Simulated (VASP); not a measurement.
A run of VASP 6.6.1:

Contents of INCAR:

```
SYSTEM = W4C
PREC = Accurate
ENCUT = 520
EDIFF = 1E-6
ISMEAR = 0
SIGMA = 0.1
LREAL = .False.
LASPH = .True.
NELM = 80
ALGO = Normal
ISIF = 2
LWAVE = .False.
LCHARG = .False.
LDIPOL = .True.
IDIPOL = 3
DIPOL = 0.5 0.5 0.339
GGA = PE
NBANDS = 38
```

File KPOINTS:

```
Automatic mesh
0
Gamma
  9 7 1
  0 0 0
```

The input POSCAR:

```
W4C
1.0
    2.8547213223      0.0000000000      0.0000000000
    0.0000000000      4.0371856107      0.0000000000
    0.0000000000      0.0000000000     19.4570327473
W C
4 1
Direct
    0.5000000000      0.5000000000      0.2055811928
    0.0000000000      0.0000000000      0.2789408195
    0.5000000000      0.5000000000      0.3513926690
    0.0000000000      0.0000000000      0.4089540708
    0.5000000000      0.5000000000      0.4494936375
```

Potentials or basis: VASP PAW PBE potentials, release 64 (W_sv, C).

Run with:

```sh
$ cat potpaw_PBE.64/W_sv/POTCAR potpaw_PBE.64/C/POTCAR > POTCAR
$ mpirun -np 1 vasp_std > vasp.out
```

Hardware: 1 thread of Intel(R) Xeon(R) Platinum 8488C (Sapphire Rapids) (shared host).

Problem. How long does it take, and how much memory?

Solution. Wall time 3.5 min on 1 thread of Intel(R) Xeon(R) Platinum 8488C (Sapphire Rapids), on a shared host, peak memory 0.38 GiB. Counts: scf iterations 30, k points 20.
